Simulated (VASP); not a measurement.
Runs of VASP 6.6.1 on PbF2. Symmetry: Fm-3m, No. 225, cubic system. The conventional cell has a = 5.892 Å, b = 5.892 Å, c = 5.892 Å, α = 90.00°, β = 90.00°, γ = 90.00°. Within 3.4 Å of Pb (site symmetry m-3m) lie 8 F at 2.55 Å. F (site symmetry -43m) has 4 Pb at 2.55 Å and 6 F at 2.95 Å within 3.4 Å. 

| k mesh | smearing | gap on the mesh (eV) | pressure (GPa) |
| --- | --- | --- | --- |
| 4 × 4 × 4 | gaussian 0.01 eV | 4.41 | 4.0 |
| 6 × 6 × 6, shifted | gaussian 0.01 eV | 4.56 | 4.0 |
| 6 × 6 × 6 | tetrahedron | 4.44 | 4.0 |
| 3 × 3 × 3 | gaussian 0.01 eV | (a) | 4.0 |
| 6 × 6 × 6 | gaussian 0.01 eV | 4.44 | 4.0 |

Alike in all rows: task single point; level PBE; potentials or basis VASP PAW PBE potentials, release 64 (Pb_d, F); no spin polarisation; cell as given; cutoff (eV) 520.

Q: Fill in the values left out.

A: (a) 4.67.

Caveats: some runs use coarse meshes; spin-orbit coupling is left out, which moves the levels of the heavy elements; the cell stands under pressure (at least some runs); a shifted mesh leaves out Γ, where band edges can lie (at least some runs); an odd mesh through Γ misses points on the zone boundary, where band edges can lie (at least some runs).

A k mesh can miss the band edges, and the runs leave out spin-orbit coupling on Pb.
